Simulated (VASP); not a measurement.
A run of VASP 6.6.1 is set up as follows.

File INCAR:

```
  PREC = Accurate
  ENCUT = 520
  EDIFF = 1E-6
  ISMEAR = -1
  SIGMA = 0.1
  LREAL = False
  LASPH = True
  NELM = 100
  ALGO = Normal
  ISIF = 2
  LWAVE = False
  LCHARG = False
  GGA = PE
  NBANDS = 17
```

The input KPOINTS:

```
regular mesh
0
Gamma
  16 16 9
```

Contents of POSCAR:

```
Hf
1.0
    3.2032284319      0.0000000000      0.0000000000
   -1.6016142160      2.7740771961      0.0000000000
    0.0000000000      0.0000000000      5.0729617522
Hf
2
Direct
    0.3333333333      0.6666666667      0.2500000000
    0.6666666667      0.3333333333      0.7500000000
```

Potentials or basis: VASP PAW PBE potentials, release 64 (Hf_pv).

Run with:

```sh
$ cat potpaw_PBE.64/Hf_pv/POTCAR > POTCAR
$ mpirun -np 1 vasp_std > vasp.out
```

(1) Predict the band gap on the k mesh.

(2) What does it give for the pressure?

Answers

(1) zero (band 10 reaches 6.05 eV, above the bottom of band 11 at 4.51 eV).

(2) -0.4 GPa.

Caveat: spin-orbit coupling is left out, which moves the levels of the heavy elements.
